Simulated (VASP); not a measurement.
# HgTe (Fm-3m) in VASP: further runs

The runs below take HgTe through electric field gradients, with PBEsol.

All numbers are computed with VASP 6.6.1; they aren't measurements. Logs are shortened: lines on timing, memory, paths and dates and some standing lists are left out, and cuts for length are marked.

## 1. The cell of the first run

Symmetry: Fm-3m, No. 225, cubic system. The conventional cell has a = 5.724 Å, b = 5.724 Å, c = 5.724 Å, α = 90.00°, β = 90.00°, γ = 90.00°. Within 3.8 Å of Hg (site symmetry m-3m) lie 6 Te at 2.86 Å. Within 3.8 Å of Te (site symmetry m-3m) lie 6 Hg at 2.86 Å.

## 2. Electric field gradients, PBEsol (volume scaled by 0.94)

INCAR

```
SYSTEM = HgTe
ALGO = Normal
EDIFF = 1E-8
ENCUT = 520
GGA = PS
ISIF = 2
ISMEAR = -1
LASPH = .True.
LCHARG = .False.
LEFG = .True.
LREAL = .False.
LWAVE = .False.
NBANDS = 16
NELM = 100
PREC = Accurate
SIGMA = 0.08
```

KPOINTS

```
k-points
0
Gamma
  12 12 12
  0 0 0
```

POSCAR

```
HgTe
1.0
    0.0000000000      2.8618608166      2.8618608166
    2.8618608166      0.0000000000      2.8618608166
    2.8618608166      2.8618608166      0.0000000000
Hg Te
1 1
Direct
    0.0000000000      0.0000000000      0.0000000000
    0.5000000000      0.5000000000      0.5000000000
```

Potentials or basis: VASP PAW PBE potentials, release 64 (Hg, Te).

Command:

```bash
$ cat potpaw_PBE.64/Hg/POTCAR potpaw_PBE.64/Te/POTCAR > POTCAR
$ mpirun -np 1 vasp_std > vasp.out
```

OUTCAR:

```text
SYSTEM = HgTe
   EDIFF = 1E-8
   ENCUT = 520
   GGA = PS
   ISIF = 2
   ISMEAR = -1
   LASPH = .True.
   LREAL = .False.
   NELM = 100
   PREC = Accurate

 ion  position               nearest neighbor table
   1  0.000  0.000  0.000-   2 2.86   2 2.86   2 2.86   2 2.86   2 2.86   2 2.86
   2  0.500  0.500  0.500-   1 2.86   1 2.86   1 2.86   1 2.86   1 2.86   1 2.86

  LATTYP: Found a face centered cubic cell.
 ALAT       =     5.7237216332

  Lattice vectors:

 A1 = (   0.0000000000,   2.8618608166,   2.8618608166)
 A2 = (   2.8618608166,   0.0000000000,   2.8618608166)
 A3 = (   2.8618608166,   2.8618608166,   0.0000000000)

Analysis of symmetry for initial positions (statically):
=====================================================================
 Subroutine PRICEL returns:
 Original cell was already a primitive cell.

 Routine SETGRP: Setting up the symmetry group for a
 face centered cubic supercell.

 Subroutine GETGRP returns: Found 48 space group operations
 (whereof 48 operations were pure point group operations)
 out of a pool of 48 trial point group operations.

The static configuration has the point symmetry O_h .

Analysis of symmetry for dynamics (positions and initial velocities):
=====================================================================
 Subroutine PRICEL returns:
 Original cell was already a primitive cell.

 Routine SETGRP: Setting up the symmetry group for a
 face centered cubic supercell.

 Subroutine GETGRP returns: Found 48 space group operations
 (whereof 48 operations were pure point group operations)
 out of a pool of 48 trial point group operations.

The dynamic configuration has the point symmetry O_h .

 Subroutine INISYM returns: Found 48 space group operations
 (whereof 48 operations are pure point group operations),
 and found     1 'primitive' translations

----------------------------------------------------------------------------------------

                                     Primitive cell

  volume of cell :      46.8787

  direct lattice vectors                    reciprocal lattice vectors
     0.000000000  2.861860817  2.861860817    -0.174711501  0.174711501  0.174711501
     2.861860817  0.000000000  2.861860817     0.174711501 -0.174711501  0.174711501
     2.861860817  2.861860817  0.000000000     0.174711501  0.174711501 -0.174711501

  length of vectors
     4.047282380  4.047282380  4.047282380     0.302609197  0.302609197  0.302609197

  position of ions in fractional coordinates (direct lattice)
     0.000000000  0.000000000  0.000000000
     0.500000000  0.500000000  0.500000000

  ion indices of the primitive-cell ions
   primitive index   ion index
                 1           1
                 2           2

----------------------------------------------------------------------------------------

 KPOINTS: k-points

Automatic generation of k-mesh.
 Grid dimensions read from file:
 generate k-points for:   12   12   12

 Generating k-lattice:

  Cartesian coordinates                     Fractional coordinates (reciprocal lattice)
    -0.014559292  0.014559292  0.014559292     0.083333333  0.000000000  0.000000000
     0.014559292 -0.014559292  0.014559292     0.000000000  0.083333333  0.000000000
     0.014559292  0.014559292 -0.014559292     0.000000000  0.000000000  0.083333333

  Length of vectors
     0.025217433  0.025217433  0.025217433

  Shift w.r.t. Gamma in fractional coordinates (k-lattice)
     0.000000000  0.000000000  0.000000000

 Subroutine IBZKPT returns following result:
 ===========================================

 Found     72 irreducible k-points:

 Following reciprocal coordinates:
            Coordinates               Weight
  0.000000  0.000000  0.000000      1.000000
  0.083333  0.000000  0.000000      8.000000
  0.166667  0.000000  0.000000      8.000000
  0.250000  0.000000  0.000000      8.000000
  0.333333  0.000000  0.000000      8.000000
  0.416667  0.000000  0.000000      8.000000
[... 16 lines left out ...]
  0.500000  0.166667  0.000000     24.000000
 -0.416667  0.166667  0.000000     24.000000
 [... further k-points ...]
   k-points           NKPTS =     72   k-points in BZ     NKDIM =     72   number of bands    NBANDS=     16
   number of dos      NEDOS =    301   number of ions     NIONS =      2
   total plane-waves  NPLWV =  27000
   dimension x,y,z NGX =    30 NGY =   30 NGZ =   30
   dimension x,y,z NGXF=    60 NGYF=   60 NGZF=   60
   ions per type =               1   1
   NGX,Y,Z   is equivalent  to a cutoff of  12.32, 12.32, 12.32 a.u.
   NGXF,Y,Z  is equivalent  to a cutoff of  24.65, 24.65, 24.65 a.u.
 SYSTEM =  HgTe
   PREC   = accura    normal or accurate (medium, high low for compatibility)
   ISTART =      0    job   : 0-new  1-cont  2-samecut
   ICHARG =      2    charge: 1-file 2-atom 10-const
   ISPIN  =      1    spin polarized calculation?
   LNONCOLLINEAR =      F non collinear calculations
   LSORBIT =      F    spin-orbit coupling
   LASPH  =      T    aspherical Exc in radial PAW
   ENCUT  =  520.0 eV  38.22 Ry    6.18 a.u.   7.53  7.53  7.53*2*pi/ulx,y,z
   NELM   =    100;   NELMIN=  2; NELMDL= -5     # of ELM steps
   EDIFF  = 0.1E-07   stopping-criterion for ELM
   LREAL  =      F    real-space projection
   EDIFFG = 0.1E-06   stopping-criterion for IOM
   NSW    =      0    number of steps for IOM
   IBRION =     -1    ionic relax: 0-MD 1-quasi-New 2-CG
   NFREE  =      0    steps in history (QN), initial steepest desc. (CG)
   ISIF   =      2    stress and relaxation
   ISYM   =      2    0-nonsym 1-usesym 2-fastsym
   POTIM  = 0.5000    time-step for ionic-motion
   TEBEG  =    0.0;   TEEND  =   0.0 temperature during run
   PSTRESS=    0.0 pullay stress
   NELECT =      18.0000    total number of electrons
   NUPDOWN=      -1.0000    fix difference up-down
   EMIN   =  10.00;   EMAX   =-10.00  energy-range for DOS
   EFERMI =   0.00;   METHOD = LEGACY
   ISMEAR =    -1;   SIGMA  =   0.08  broadening in eV -4-tet -1-fermi 0-gaus
   EFERMI_NEDOS =   21; number of points for ismear=-14 and -15
   IALGO  =     38    algorithm
   IMIX   =      4    mixing-type and parameters
     AMIX     =   0.40;   BMIX     =  1.00
     AMIX_MAG =   1.60;   BMIX_MAG =  1.00
  volume/ion in A,a.u.               =      23.44       158.18
  Fermi-wavevector in a.u.,A,eV,Ry     =   1.189891  2.248568 19.263679  1.415840
  Thomas-Fermi vector in A             =   2.325988
   LORBIT       =      0    0 simple, 1 ext, 2 COOP (PROOUT), +10 PAW based schemes
   GGA     = PS    functional components
   LHFCALC =     F    Hartree Fock is set to
   AEXX    =    0.0000 exact exchange contribution
   IVDW    =     0    specifies the selected vdW correction
   LEPSILON=     F    determine dielectric tensor
   LRPA    =     F    only Hartree local field effects (RPA)
 non-spin polarized calculation
  energy-cutoff  :      520.00
  volume of cell :       46.88
 maximum number of plane-waves:      1283
   NGX = 15   NGY = 15   NGZ = 15

 number of electron      18.0000003 magnetization

 Free energy of the ion-electron system (eV)
  ---------------------------------------------------
  ext. energy  EPLUGINS =         0.00000000
  ---------------------------------------------------
  free energy    TOTEN  =        -3.95414625 eV

  energy without entropy =       -3.93106377  energy(sigma->0) =       -3.94260501

 E-fermi :   6.5806     XC(G=0): -10.9716

 val. band max:        6.5693534151   @ k =   0.3333   0.2500   0.0000
 cond. band min:       6.6276814856   @ k =  -0.4167   0.3333   0.0000
 fundamental gap:      0.0583280705
 Fermi energy:         6.5805748525

 k-point     1 :       0.0000    0.0000    0.0000
  band No.  band energies     occupation
      1      -7.0150      2.00000
      2      -0.9341      2.00000
      3      -0.9341      2.00000
      4      -0.8697      2.00000
      5      -0.8697      2.00000
      6      -0.8697      2.00000
[... 8 lines left out ...]
     15      14.7676      0.00000
     16      14.7676      0.00000

 k-point     2 :       0.0833    0.0000    0.0000
  band No.  band energies     occupation
      1      -6.9313      2.00000
      2      -0.9726      2.00000
      3      -0.9726      2.00000
      4      -0.8862      2.00000
      5      -0.8554      2.00000
      6      -0.8554      2.00000
[... 8 lines left out ...]
     15      14.7870      0.00000
     16      14.7870      0.00000

 k-point     3 :       0.1667    0.0000    0.0000
  band No.  band energies     occupation
      1      -6.6856      2.00000
      2      -1.0829      2.00000
      3      -1.0829      2.00000
      4      -0.9431      2.00000
      5      -0.8065      2.00000
      6      -0.8065      2.00000
[... 8 lines left out ...]
     15      15.1076      0.00000
     16      15.1076      0.00000

 k-point     4 :       0.2500    0.0000    0.0000
  band No.  band energies     occupation
      1      -6.2970      2.00000
      2      -1.2274      2.00000
      3      -1.2274      2.00000
      4      -1.0715      2.00000
      5      -0.7354      2.00000
      6      -0.7354      2.00000
[... 8 lines left out ...]
     15      15.6820      0.00000
     16      15.6820      0.00000

 k-point     5 :       0.3333    0.0000    0.0000
  band No.  band energies     occupation
      1      -5.8115      2.00000
      2      -1.3634      2.00000
      3      -1.3634      2.00000
      4      -1.3373      2.00000
      5      -0.6621      2.00000
      6      -0.6621      2.00000
[... 8 lines left out ...]
     15      16.4683      0.00000
     16      16.4683      0.00000

 k-point     6 :       0.4167    0.0000    0.0000
  band No.  band energies     occupation
      1      -5.3411      2.00000
      2      -1.7344      2.00000
      3      -1.4583      2.00000
      4      -1.4583      2.00000
      5      -0.6070      2.00000
      6      -0.6070      2.00000
[... 8 lines left out ...]
     15      17.3665      0.00000
     16      17.3665      0.00000
[... 267 lines left out ...]
 k-point    21 :       0.3333    0.1667    0.0000
  band No.  band energies     occupation
      1      -5.9768      2.00000
      2      -1.4911      2.00000
      3      -1.0799      2.00000
      4      -1.0350      2.00000
      5      -0.7119      2.00000
      6      -0.6462      2.00000
[... 8 lines left out ...]
     15      17.1195      0.00000
     16      17.6774      0.00000

 k-point    22 :       0.4167    0.1667    0.0000
  band No.  band energies     occupation
      1      -5.5729      2.00000
      2      -1.5435      2.00000
      3      -1.2213      2.00000
      4      -1.1397      2.00000
      5      -0.6411      2.00000
      6      -0.5843      2.00000
[... 8 lines left out ...]
     15      18.0667      0.00000
     16      18.3044      0.00000

 k-point    23 :       0.5000    0.1667    0.0000
  band No.  band energies     occupation
      1      -5.2516      2.00000
      2      -1.6051      2.00000
      3      -1.3422      2.00000
      4      -1.2346      2.00000
      5      -0.5750      2.00000
      6      -0.5634      2.00000
[... 8 lines left out ...]
     15      18.1317      0.00000
     16      18.7805      0.00000

 k-point    24 :      -0.4167    0.1667    0.0000
  band No.  band energies     occupation
      1      -5.1774      2.00000
      2      -1.6998      2.00000
      3      -1.4176      2.00000
      4      -1.1888      2.00000
      5      -0.5848      2.00000
      6      -0.5368      2.00000
[... 8 lines left out ...]
     15      17.0512      0.00000
     16      17.8936      0.00000

 [... further k-points ...]
[... 5 lines left out ...]
  --------------------------------------------------------------------------------------
  -------------------------------------------------------------------------------------
  Total        3.7723142      3.7723142      3.7723142     -0.0000000      0.0000000     -0.0000000
  in kB      128.9267168    128.9267168    128.9267168     -0.0000000      0.0000000     -0.0000000
  external PRESSURE =     128.9267168 kB  Pullay stress =       0.0000000 kB

 VOLUME and BASIS-vectors are now :
 -----------------------------------------------------------------------------
  energy-cutoff  :      520.00
  volume of cell :       46.88
      direct lattice vectors                 reciprocal lattice vectors
     0.000000000  2.861860817  2.861860817    -0.174711501  0.174711501  0.174711501
     2.861860817  0.000000000  2.861860817     0.174711501 -0.174711501  0.174711501
     2.861860817  2.861860817  0.000000000     0.174711501  0.174711501 -0.174711501

 POSITION                                       TOTAL-FORCE (eV/Angst)
 -----------------------------------------------------------------------------------
      0.00000      0.00000      0.00000         0.000000     -0.000000     -0.000000
      2.86186      2.86186      2.86186        -0.000000      0.000000      0.000000
 -----------------------------------------------------------------------------------
    total drift:                               -0.000000      0.000000      0.000000

  FREE ENERGIE OF THE ION-ELECTRON SYSTEM (eV)
  ---------------------------------------------------
  free  energy   TOTEN  =        -3.9541462509 eV

  energy  without entropy=       -3.9310637650  energy(sigma->0) =       -3.94260501

 Electric field gradients (V/A^2)
---------------------------------------------------------------------
 ion       V_xx      V_yy      V_zz      V_xy      V_xz      V_yz
---------------------------------------------------------------------
   1       0.000     0.000    -0.000    -0.000    -0.000    -0.000
   2       0.000    -0.000     0.000     0.000     0.000     0.000
---------------------------------------------------------------------

 Electric field gradients after diagonalization (V/A^2)
 (convention: |V_zz| > |V_xx| > |V_yy|)
----------------------------------------------------------------------
 ion       V_xx      V_yy      V_zz     asymmetry (V_yy - V_xx)/ V_zz
----------------------------------------------------------------------
   1       0.000     0.000    -0.000       0.000
   2      -0.000    -0.000     0.000       0.000
----------------------------------------------------------------------

           NMR quadrupolar parameters

 Cq : quadrupolar parameter    Cq=e*Q*V_zz/h
 eta: asymmetry parameters     (V_yy - V_xx)/ V_zz
 Q  : nuclear electric quadrupole moment in mb (millibarn)
----------------------------------------------------------------------
 ion       Cq(MHz)       eta       Q (mb)
----------------------------------------------------------------------
   1      -0.000       0.000       1.000
   2       0.000       0.000       1.000
----------------------------------------------------------------------
```

Wall time 21 s (1 thread of Intel Xeon 6975P-C (Granite Rapids), shared host); peak memory 0.2 GiB.

What came out:

- Free energy: -3.9541 eV
- Pressure: 12.9 GPa
- Band gap on the k mesh: zero (band 9 reaches 7.13 eV, above the bottom of band 10 at 3.56 eV)

Levels at points of the mesh, in eV from the Fermi level:
| k point | band 6 | band 7 | band 8 | band 9 | band 10 | band 11 | band 12 | band 13 |
| --- | --- | --- | --- | --- | --- | --- | --- | --- |
| (0.00, 0.00, 0.00) | -7.45 | -0.99 | -0.99 | -0.99 | -0.04 | 7.55 | 7.76 | 7.76 |
| (0.50, 0.00, 0.00) | -7.17 | -6.32 | 0.55 | 0.55 | 2.32 | 3.63 | 3.63 | 4.68 |
| (0.50, 0.50, 0.00) | -6.06 | -5.69 | -3.11 | -3.11 | -3.02 | 4.51 | 10.25 | 10.25 |

Caveat: without QUAD_EFG the Cq values of the log hold for a quadrupole moment of 1 mb, not for the nuclei; the PAW data sets were made with another functional, which shifts forces and pressure a little; spin-orbit coupling is left out, which moves the levels of the heavy elements.

(Part 1 of 2 ends here.)
